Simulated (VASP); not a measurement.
# MoS2 (P-3m1) in VASP: single point with PBE+D3(BJ)

Aim: the single point of MoS2 with PBE+D3(BJ).

Program: VASP 6.6.1. These are calculated values, not measurements. Logs are shortened: lines on timing, memory, paths and dates and some standing lists are left out, and cuts for length are marked.

### 1 The cell of the first run

The typed cell holds 12 atoms: a = 3.149 Å, b = 3.149 Å, c = 24.187 Å, α = 90.00°, β = 90.00°, γ = 120.00°.

### 2 Single point, PBE+D3(BJ)

File INCAR:

```
PREC = Accurate
ENCUT = 520
EDIFF = 1E-6
ISMEAR = 0
SIGMA = 0.02
LREAL = F
LASPH = T
NELM = 60
ALGO = Normal
ISIF = 2
LWAVE = F
LCHARG = F
GGA = PE
IVDW = 12
NBANDS = 64
```

File KPOINTS:

```
Automatic mesh
0
Gamma
  12 12 1
```

File POSCAR:

```
MoS2
1.0
    3.1491516779      0.0000000000      0.0000000000
   -1.5745758389      2.7272453534      0.0000000000
    0.0000000000      0.0000000000     24.1869126277
Mo S
4 8
Direct
    0.6666666667      0.3333333333      0.8750689081
    0.6666666667      0.3333333333      0.3749234209
    0.3333333333      0.6666666667      0.6250765791
    0.3333333333      0.6666666667      0.1249310919
    0.3333333333      0.6666666667      0.9398078353
    0.3333333333      0.6666666667      0.4396665046
    0.6666666667      0.3333333333      0.6898189408
    0.6666666667      0.3333333333      0.1896706463
    0.3333333333      0.6666666667      0.8103293537
    0.3333333333      0.6666666667      0.3101810592
    0.6666666667      0.3333333333      0.5603334954
    0.6666666667      0.3333333333      0.0601921647
```

Potentials or basis: VASP PAW PBE potentials, release 64 (Mo_sv, S).

Command:

```sh
$ cat potpaw_PBE.64/Mo_sv/POTCAR potpaw_PBE.64/S/POTCAR > POTCAR
$ mpirun -np 1 vasp_std > vasp.out
```

OUTCAR:

```text
PREC = Accurate
   ENCUT = 520
   EDIFF = 1E-6
   ISMEAR = 0
   LREAL = F
   LASPH = T
   NELM = 60
   ISIF = 2
   GGA = PE
   IVDW = 12
 IVDW          = 12

 ion  position               nearest neighbor table
   1  0.667  0.333  0.875-   5 2.40   5 2.40   5 2.40   9 2.40   9 2.40   9 2.40
   2  0.667  0.333  0.375-  10 2.40  10 2.40  10 2.40   6 2.40   6 2.40   6 2.40
   3  0.333  0.667  0.625-   7 2.40   7 2.40   7 2.40  11 2.40  11 2.40  11 2.40
   4  0.333  0.667  0.125-  12 2.40  12 2.40  12 2.40   8 2.40   8 2.40   8 2.40
   5  0.333  0.667  0.940-   1 2.40   1 2.40   1 2.40
   6  0.333  0.667  0.440-   2 2.40   2 2.40   2 2.40
   7  0.667  0.333  0.690-   3 2.40   3 2.40   3 2.40
   8  0.667  0.333  0.190-   4 2.40   4 2.40   4 2.40
   9  0.333  0.667  0.810-   1 2.40   1 2.40   1 2.40
  10  0.333  0.667  0.310-   2 2.40   2 2.40   2 2.40
  11  0.667  0.333  0.560-   3 2.40   3 2.40   3 2.40
  12  0.667  0.333  0.060-   4 2.40   4 2.40   4 2.40

  LATTYP: Found a hexagonal cell.
 ALAT       =     3.1491516779
 C/A-ratio  =     7.6804533733

  Lattice vectors:

 A1 = (   3.1491516779,   0.0000000000,   0.0000000000)
 A2 = (  -1.5745758389,   2.7272453534,   0.0000000000)
 A3 = (   0.0000000000,   0.0000000000,  24.1869126277)

Analysis of symmetry for initial positions (statically):
=====================================================================
 Subroutine PRICEL returns:
 Original cell was already a primitive cell.

 Routine SETGRP: Setting up the symmetry group for a
 hexagonal supercell.

 Subroutine GETGRP returns: Found 12 space group operations
 (whereof 12 operations were pure point group operations)
 out of a pool of 24 trial point group operations.

The static configuration has the point symmetry D_3d.

Analysis of symmetry for dynamics (positions and initial velocities):
=====================================================================
 Subroutine PRICEL returns:
 Original cell was already a primitive cell.

 Routine SETGRP: Setting up the symmetry group for a
 hexagonal supercell.

 Subroutine GETGRP returns: Found 12 space group operations
 (whereof 12 operations were pure point group operations)
 out of a pool of 24 trial point group operations.

The dynamic configuration has the point symmetry D_3d.

 Subroutine INISYM returns: Found 12 space group operations
 (whereof 12 operations are pure point group operations),
 and found     1 'primitive' translations

----------------------------------------------------------------------------------------

                                     Primitive cell

  volume of cell :     207.7295

  direct lattice vectors                    reciprocal lattice vectors
     3.149151678  0.000000000  0.000000000     0.317545835  0.183335173  0.000000000
    -1.574575839  2.727245353  0.000000000     0.000000000  0.366670347  0.000000000
     0.000000000  0.000000000 24.186912628     0.000000000  0.000000000  0.041344673

  length of vectors
     3.149151678  3.149151678 24.186912628     0.366670347  0.366670347  0.041344673

  position of ions in fractional coordinates (direct lattice)
     0.666666667  0.333333333  0.875068908
     0.666666667  0.333333333  0.374923421
     0.333333333  0.666666667  0.625076579
     0.333333333  0.666666667  0.124931092
     0.333333333  0.666666667  0.939807835
     0.333333333  0.666666667  0.439666505
     0.666666667  0.333333333  0.689818941
     0.666666667  0.333333333  0.189670646
     0.333333333  0.666666667  0.810329354
     0.333333333  0.666666667  0.310181059
     0.666666667  0.333333333  0.560333495
     0.666666667  0.333333333  0.060192165

  ion indices of the primitive-cell ions
   primitive index   ion index
                 1           1
                 2           2
                 3           3
                 4           4
                 5           5
                 6           6
                 7           7
                 8           8
                 9           9
                10          10
                11          11
                12          12

----------------------------------------------------------------------------------------

 KPOINTS: Automatic mesh

Automatic generation of k-mesh.
 Grid dimensions read from file:
 generate k-points for:   12   12    1

 Generating k-lattice:

  Cartesian coordinates                     Fractional coordinates (reciprocal lattice)
     0.026462153  0.015277931  0.000000000     0.083333333 -0.000000000  0.000000000
     0.000000000  0.030555862  0.000000000     0.000000000  0.083333333  0.000000000
     0.000000000  0.000000000  0.041344673     0.000000000  0.000000000  1.000000000

  Length of vectors
     0.030555862  0.030555862  0.041344673

  Shift w.r.t. Gamma in fractional coordinates (k-lattice)
     0.000000000  0.000000000  0.000000000

 Subroutine IBZKPT returns following result:
 ===========================================

 Found     19 irreducible k-points:

 Following reciprocal coordinates:
            Coordinates               Weight
  0.000000  0.000000  0.000000      1.000000
  0.083333  0.000000  0.000000      6.000000
  0.166667  0.000000  0.000000      6.000000
  0.250000  0.000000  0.000000      6.000000
  0.333333  0.000000  0.000000      6.000000
  0.416667  0.000000  0.000000      6.000000
[... 11 lines left out ...]
  0.333333  0.250000  0.000000     12.000000
  0.333333  0.333333  0.000000      2.000000
   k-points           NKPTS =     19   k-points in BZ     NKDIM =     19   number of bands    NBANDS=     64
   number of dos      NEDOS =    301   number of ions     NIONS =     12
   total plane-waves  NPLWV = 103680
   dimension x,y,z NGX =    24 NGY =   24 NGZ =  180
   dimension x,y,z NGXF=    48 NGYF=   48 NGZF=  360
   ions per type =               4   8
   NGX,Y,Z   is equivalent  to a cutoff of  12.67, 12.67, 12.37 a.u.
   NGXF,Y,Z  is equivalent  to a cutoff of  25.34, 25.34, 24.74 a.u.
 SYSTEM =  unknown system
   PREC   = accura    normal or accurate (medium, high low for compatibility)
   ISTART =      0    job   : 0-new  1-cont  2-samecut
   ICHARG =      2    charge: 1-file 2-atom 10-const
   ISPIN  =      1    spin polarized calculation?
   LNONCOLLINEAR =      F non collinear calculations
   LSORBIT =      F    spin-orbit coupling
   LASPH  =      T    aspherical Exc in radial PAW
   ENCUT  =  520.0 eV  38.22 Ry    6.18 a.u.   5.86  5.86 44.97*2*pi/ulx,y,z
   NELM   =     60;   NELMIN=  2; NELMDL= -5     # of ELM steps
   EDIFF  = 0.1E-05   stopping-criterion for ELM
   LREAL  =      F    real-space projection
   EDIFFG = 0.1E-04   stopping-criterion for IOM
   NSW    =      0    number of steps for IOM
   IBRION =     -1    ionic relax: 0-MD 1-quasi-New 2-CG
   NFREE  =      0    steps in history (QN), initial steepest desc. (CG)
   ISIF   =      2    stress and relaxation
   ISYM   =      2    0-nonsym 1-usesym 2-fastsym
   POTIM  = 0.5000    time-step for ionic-motion
   TEBEG  =    0.0;   TEEND  =   0.0 temperature during run
   PSTRESS=    0.0 pullay stress
   NELECT =     104.0000    total number of electrons
   NUPDOWN=      -1.0000    fix difference up-down
   EMIN   =  10.00;   EMAX   =-10.00  energy-range for DOS
   EFERMI =   0.00;   METHOD = LEGACY
   ISMEAR =     0;   SIGMA  =   0.02  broadening in eV -4-tet -1-fermi 0-gaus
   EFERMI_NEDOS =   21; number of points for ismear=-14 and -15
   IALGO  =     38    algorithm
   IMIX   =      4    mixing-type and parameters
     AMIX     =   0.40;   BMIX     =  1.00
     AMIX_MAG =   1.60;   BMIX_MAG =  1.00
  volume/ion in A,a.u.               =      17.31       116.82
  Fermi-wavevector in a.u.,A,eV,Ry     =   1.299930  2.456511 22.991359  1.689817
  Thomas-Fermi vector in A             =   2.431162
   LORBIT       =      0    0 simple, 1 ext, 2 COOP (PROOUT), +10 PAW based schemes
   GGA     = PE    functional components
   LHFCALC =     F    Hartree Fock is set to
   AEXX    =    0.0000 exact exchange contribution
   IVDW    =    12    specifies the selected vdW correction
   LEPSILON=     F    determine dielectric tensor
   LRPA    =     F    only Hartree local field effects (RPA)
 non-spin polarized calculation
 Gauss-broadening in eV      SIGMA  =   0.02
  energy-cutoff  :      520.00
  volume of cell :      207.73
 maximum number of plane-waves:      5620
 NGX is ok and might be reduce to    24
   NGX = 11   NGY = 11   NGZ = 89

 number of electron     104.0000005 magnetization

 Free energy of the ion-electron system (eV)
  ---------------------------------------------------
  ext. energy  EPLUGINS =         0.00000000
  ---------------------------------------------------
  free energy    TOTEN  =       -87.09143624 eV

  energy without entropy =      -87.09143624  energy(sigma->0) =      -87.09143624

 E-fermi :   8.0238     XC(G=0): -11.0133

 val. band max:        7.9428888203   @ k =   0.0000   0.0000   0.0000
 cond. band min:       8.7447103088   @ k =   0.1667   0.1667   0.0000
 fundamental gap:      0.8018214886
 Fermi energy:         8.0238469534

 k-point     1 :       0.0000    0.0000    0.0000
  band No.  band energies     occupation
      1     -53.5935      2.00000
      2     -53.5935      2.00000
      3     -53.5935      2.00000
      4     -53.5935      2.00000
      5     -27.7573      2.00000
      6     -27.7573      2.00000
[... 56 lines left out ...]
     63      10.3022      0.00000
     64      10.3037      0.00000

 k-point     2 :       0.0833    0.0000    0.0000
  band No.  band energies     occupation
      1     -53.5906      2.00000
      2     -53.5906      2.00000
      3     -53.5906      2.00000
      4     -53.5906      2.00000
      5     -27.7517      2.00000
      6     -27.7517      2.00000
[... 56 lines left out ...]
     63      10.1210      0.00000
     64      10.2148      0.00000

 k-point     3 :       0.1667    0.0000    0.0000
  band No.  band energies     occupation
      1     -53.5828      2.00000
      2     -53.5828      2.00000
      3     -53.5827      2.00000
      4     -53.5827      2.00000
      5     -27.7364      2.00000
      6     -27.7363      2.00000
[... 1061 lines left out ...]
     63      10.6839      0.00000
     64      10.9008      0.00000

 k-point    19 :       0.3333    0.3333    0.0000
  band No.  band energies     occupation
      1     -53.5449      2.00000
      2     -53.5449      2.00000
      3     -53.5449      2.00000
      4     -53.5449      2.00000
      5     -27.8266      2.00000
      6     -27.8266      2.00000
[... 56 lines left out ...]
     63      10.8361      0.00000
     64      10.8416      0.00000

------------------------ aborting loop because EDIFF is reached ----------------------------------------

 Edisp (eV)   -5.24918

 E8    (eV) :    -2.1165

  FORCE on cell =-STRESS in cart. coord.  units (eV):
  Direction    XX          YY          ZZ          XY          YZ          ZX
  --------------------------------------------------------------------------------------
  -------------------------------------------------------------------------------------
  Total      -0.14053    -0.14053    -0.25090    -0.00000     0.00000     0.00000
  in kB      -1.08392    -1.08392    -1.93517    -0.00000     0.00000     0.00000
  external pressure =       -1.37 kB  Pullay stress =        0.00 kB

 VOLUME and BASIS-vectors are now :
 -----------------------------------------------------------------------------
  energy-cutoff  :      520.00
  volume of cell :      207.73
      direct lattice vectors                 reciprocal lattice vectors
     3.149151678  0.000000000  0.000000000     0.317545835  0.183335173  0.000000000
    -1.574575839  2.727245353  0.000000000     0.000000000  0.366670347  0.000000000
     0.000000000  0.000000000 24.186912628     0.000000000  0.000000000  0.041344673

 POSITION                                       TOTAL-FORCE (eV/Angst)
 -----------------------------------------------------------------------------------
      1.57458      0.90908     21.16522         0.000000      0.000000     -0.000601
      1.57458      0.90908      9.06824         0.000000      0.000000      0.000718
     -0.00000      1.81816     15.11867        -0.000000     -0.000000     -0.000718
     -0.00000      1.81816      3.02170         0.000000     -0.000000      0.000601
     -0.00000      1.81816     22.73105         0.000000      0.000000     -0.013305
     -0.00000      1.81816     10.63418         0.000000      0.000000     -0.011840
      1.57458      0.90908     16.68459        -0.000000      0.000000     -0.013327
      1.57458      0.90908      4.58755         0.000000      0.000000     -0.012106
     -0.00000      1.81816     19.59937         0.000000      0.000000      0.012106
     -0.00000      1.81816      7.50232         0.000000      0.000000      0.013327
      1.57458      0.90908     13.55274        -0.000000      0.000000      0.011840
      1.57458      0.90908      1.45586        -0.000000     -0.000000      0.013305
 -----------------------------------------------------------------------------------
    total drift:                                0.000000     -0.000000      0.000000

  FREE ENERGIE OF THE ION-ELECTRON SYSTEM (eV)
  ---------------------------------------------------
  free  energy   TOTEN  =       -92.3406171480 eV

  energy  without entropy=      -92.3406171480  energy(sigma->0) =      -92.34061715
```

Run time: 7.5 min. Hardware: 1 thread of Oxide Virtual Turin-like, shared host; peak memory 0.39 GiB.

What came out:

```
Free energy                : -92.3406 eV
Pressure                   : -0.1 GPa
Largest force              : 0.013 eV/Å
Band gap on the k mesh     : 0.80 eV
Dispersion energy per atom : -0.437 eV
```

Forces on the atoms (eV/Å):
```
Mo   0.000  0.000 -0.001
Mo   0.000  0.000  0.001
Mo   0.000  0.000 -0.001
Mo   0.000  0.000  0.001
S    0.000  0.000 -0.013
S    0.000  0.000 -0.012
S    0.000  0.000 -0.013
S    0.000  0.000 -0.012
S    0.000  0.000  0.012
S    0.000  0.000  0.013
S    0.000  0.000  0.012
S    0.000  0.000  0.013
```
